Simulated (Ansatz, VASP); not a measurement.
Two plane-wave programs on PtS2

Contents of POSCAR:

```
PtS2
1.0
    3.5526392528      0.0000000000      0.0000000000
   -1.7763196264      3.0766758434      0.0000000000
    0.0000000000      0.0000000000      5.1227220331
Pt S
1 2
Direct
    0.0000000000      0.0000000000      0.0000000000
    0.6666666667      0.3333333333      0.7607402620
    0.3333333333      0.6666666667      0.2392597380
```

The input INCAR.step1:

```
SYSTEM = PtS2
ALGO = Normal ; EDIFF = 1E-5
ENCUT = 440 ; GGA = PE
GGA_COMPAT = .False. ; ISIF = 2
ISMEAR = 0 ; LASPH = .True.
LCHARG = .False. ; LREAL = .False.
LWAVE = .True. ; NBANDS = 18
NELM = 120 ; PREC = Accurate
SIGMA = 0.01
```

File INCAR.step2:

```
SYSTEM = PtS2
AEXX = 0.1 ; ALGO = Normal
EDIFF = 1E-6 ; ENCUT = 440
GGA_COMPAT = .False. ; ISIF = 2
ISMEAR = 0 ; ISTART = 1
LASPH = .True. ; LCHARG = .False.
LHFCALC = .True. ; LMIXTAU = .True.
LREAL = .False. ; LWAVE = .False.
METAGGA = R2SCAN ; NBANDS = 18
NELM = 120 ; PREC = Accurate
PRECFOCK = Normal ; SIGMA = 0.01
```

Contents of KPOINTS:

```
k-points
0
Gamma
  6 6 4
  0 0 0
```

Input for Ansatz:

```yaml
crystal:
  lattice:
    - [3.5526392528, 0.0, 0.0]
    - [-1.7763196264, 3.0766758434, 0.0]
    - [0.0, 0.0, 5.1227220331]
  atoms:
    - { symbol: Pt, position: [0.0, 0.0, 0.0] }
    - { symbol: S, position: [0.6666666667, 0.3333333333, 0.760740262] }
    - { symbol: S, position: [0.3333333333, 0.6666666667, 0.239259738] }
kpoints:
  mp_grid: { grid: [6, 6, 4] }
  band_path:
    path:
      - [0.0, 0.0, 0.0]
      - [0.5, 0.0, 0.0]
      - [0.3333333333, 0.3333333333, 0.0]
      - [0.0, 0.0, 0.5]
      - [0.5, 0.0, 0.5]
      - [0.3333333333, 0.3333333333, 0.5]
      - [0.0, 0.169271, 0.1875]
      - [0.0, 0.28125, 0.299479]
      - [0.0, 0.25, 0.3333333333]
    npoints: 1
hamiltonian:
  xc: r2scanh
scf:
  occupations: { method: fixed }
  n_extra_bands: 4
output:
  forces: true
  stress: true
  eigenvalues: true
  write_density: true
  write_potential: true
  elf: true
  volumetric_format: npy
```

Alike in both runs: task single point; functional r2SCANh; k mesh 6 × 6 × 4; no spin polarisation.

|  | VASP | Ansatz |
| --- | --- | --- |
| version | VASP 6.6.1 | Ansatz 0.2.0 |
| potentials or method | VASP PAW PBE potentials, release 64 (Pt, S) | plane waves, PAW |
| plane-wave cutoff (eV) | 440 | 500 |
| occupations | gaussian, width 0.01 eV | fixed |
| valence electrons in the cell | 22 | 30 |

```tsv
	VASP	Ansatz	Ansatz less VASP
gap on the k mesh at the Fermi level (eV)	1.44	1.44	+0.002
pressure (GPa)	-0.3	-0.1	+0.11
traceless stress, the component that is largest in VASP (GPa)	0.63	0.65	+0.023
rms of the force components (eV/Å)	0.098	0.096	-0.0016
```

VASP's potentials were made for PBE, not for r2SCANh. Atom by atom the forces differ by 0.002 eV/Å (rms over components). VASP's potentials hold 22 valence electrons a cell and Ansatz's 30, so a difference there can come from the potentials and not from the codes. Ansatz's warnings: stress exchange threshold loose, stress scf threshold loose.

Spin-orbit coupling is off throughout.
